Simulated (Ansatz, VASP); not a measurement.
HgSb: VASP beside Ansatz

```
Hg Sb
1.0
     4.37234    0.00000    0.00000
    -2.18617    3.78656    0.00000
     0.00000    0.00000    3.43397
Hg Sb
1 1
Cartesian
  0.0000 0.0000 0.0000
  2.1862 1.2622 1.7170
```

Alike in both runs: functional r2SCAN; k mesh 12 × 12 × 18; occupations gaussian, width 0.1 eV; no spin polarisation.

Ansatz relaxed the structure, and its values are those at the end. VASP's run is a single point on that final structure, the one shown.

|  | VASP | Ansatz |
| --- | --- | --- |
| version | VASP 6.6.1 | Ansatz 0.2.0 |
| potentials or method | VASP PAW PBE potentials, release 64 (Hg, Sb), cutoff 520 eV | scalar-relativistic, plane waves, PAW |
| valence electrons in the cell | 17 | 35 |

|  | VASP | Ansatz | Ansatz less VASP |
| --- | --- | --- | --- |
| gap on the k mesh at the Fermi level (eV) | none | none | - |
| pressure (GPa) | 0.1 | 0.0 | -0.07 |

VASP's potentials were made for PBE, not for r2SCAN. A gap of «none» marks a metal or a gap that the smearing closes. The functional is the same, so the differences come from potentials, cutoffs and numerics. VASP's potentials hold 17 valence electrons a cell and Ansatz's 35, so a difference there can come from the potentials and not from the codes.

Neither program's run includes spin-orbit coupling.
